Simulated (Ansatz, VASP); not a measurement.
**Si3N4 in VASP and in Ansatz**

Contents of INCAR:

```
PREC = Accurate
ENCUT = 520
EDIFF = 1E-6
ISMEAR = 0
SIGMA = 0.02
LREAL = F
LASPH = T
NELM = 100
ALGO = Normal
ISIF = 2
LWAVE = F
LCHARG = F
GGA = PE
IBRION = 2
NSW = 50
EDIFFG = -0.01
```

Contents of KPOINTS:

```
regular mesh
0
Gamma
  6 6 6
```

POSCAR

```
Si3N4
1.0
   -3.2124225522      3.2124225522      3.2124225522
    3.2124225522     -3.2124225522      3.2124225522
    3.2124225522      3.2124225522     -3.2124225522
Si N
6 8
Direct
    0.2500000000      0.1250000000      0.8750000000
    0.8750000000      0.2500000000      0.1250000000
    0.7500000000      0.3750000000      0.6250000000
    0.6250000000      0.7500000000      0.3750000000
    0.1250000000      0.8750000000      0.2500000000
    0.3750000000      0.6250000000      0.7500000000
    0.5626966952      0.5626966952      0.5626966952
    0.4373033048      0.5000000000      0.0000000000
    0.5000000000      0.0000000000      0.9373033048
    0.0000000000      0.4373033048      0.5000000000
    0.9373033048      0.5000000000      0.0000000000
    0.0626966952      0.0626966952      0.0626966952
    0.0000000000      0.9373033048      0.5000000000
    0.5000000000      0.0000000000      0.4373033048
```

Input for Ansatz:

```yaml
crystal:
  lattice:
    - [-3.2124225522, 3.2124225522, 3.2124225522]
    - [3.2124225522, -3.2124225522, 3.2124225522]
    - [3.2124225522, 3.2124225522, -3.2124225522]
  atoms:
    - { symbol: Si, position: [0.25, 0.125, 0.875] }
    - { symbol: Si, position: [0.875, 0.25, 0.125] }
    - { symbol: Si, position: [0.75, 0.375, 0.625] }
    - { symbol: Si, position: [0.625, 0.75, 0.375] }
    - { symbol: Si, position: [0.125, 0.875, 0.25] }
    - { symbol: Si, position: [0.375, 0.625, 0.75] }
    - { symbol: "N", position: [0.5626966952, 0.5626966952, 0.5626966952] }
    - { symbol: "N", position: [0.4373033048, 0.5, 0.0] }
    - { symbol: "N", position: [0.5, 0.0, 0.9373033048] }
    - { symbol: "N", position: [0.0, 0.4373033048, 0.5] }
    - { symbol: "N", position: [0.9373033048, 0.5, 0.0] }
    - { symbol: "N", position: [0.0626966952, 0.0626966952, 0.0626966952] }
    - { symbol: "N", position: [0.0, 0.9373033048, 0.5] }
    - { symbol: "N", position: [0.5, 0.0, 0.4373033048] }
basis:
  ecutwfc: 420
kpoints:
  mp_grid: { grid: [6, 6, 6] }
hamiltonian:
  xc: pbe
scf:
  occupations: { method: gaussian, width: 0.02 }
output:
  forces: true
  stress: true
  eigenvalues: true
relax:
  adjacent_minimum: "off"
  f_tol: 0.01
  max_steps: 30
```

Alike in both runs: task relaxation of the atoms; functional PBE; k mesh 6 × 6 × 6; occupations gaussian, width 0.02 eV; no spin polarisation.

|  | VASP | Ansatz |
| --- | --- | --- |
| version | VASP 6.6.1 | Ansatz 0.2.0 |
| potentials or method | VASP PAW PBE potentials, release 64 (Si, N), cutoff 520 eV | scalar-relativistic, plane waves, PAW |
| valence electrons in the cell | 64 | 64 |

```tsv
	VASP	Ansatz	Ansatz less VASP
gap on the k mesh at the Fermi level, each at its own relaxed structure (eV)	4.17	4.17	+0.005
```

Ansatz's warnings: stress scf threshold loose.
